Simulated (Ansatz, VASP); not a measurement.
**AlN: VASP beside Ansatz**

```
Al N
1.0
     0.00000    2.02264    2.02264
     2.02264    0.00000    2.02264
     2.02264    2.02264    0.00000
Al N
1 1
Direct
  0.50000 0.50000 0.50000
  0.00000 0.00000 0.00000
```

Alike in both runs: functional PBEsol; k mesh 10 × 10 × 10; occupations gaussian, width 0.02 eV; no spin polarisation.

Ansatz relaxed the structure, and its values are those at the end. VASP's run is a single point on that final structure, the one shown.

|  | VASP | Ansatz |
| --- | --- | --- |
| version | VASP 6.6.1 | Ansatz 0.2.0 |
| potentials or method | VASP PAW PBE potentials, release 64 (Al, N), cutoff 600 eV | scalar-relativistic, plane waves, PAW |
| valence electrons in the cell | 8 | 8 |

Ansatz gave:

```
gap on the k mesh at the Fermi level (eV) : 4.55
least direct gap on the mesh (eV)         : 5.63
pressure (GPa)                            : 0.0
```

What did VASP give for the same quantities?

gap on the k mesh at the Fermi level (eV): 4.54; least direct gap on the mesh (eV): 5.65; pressure (GPa): -0.3.

VASP's potentials were made for PBE, not for PBEsol. The functional is the same, so the differences come from potentials, cutoffs and numerics.
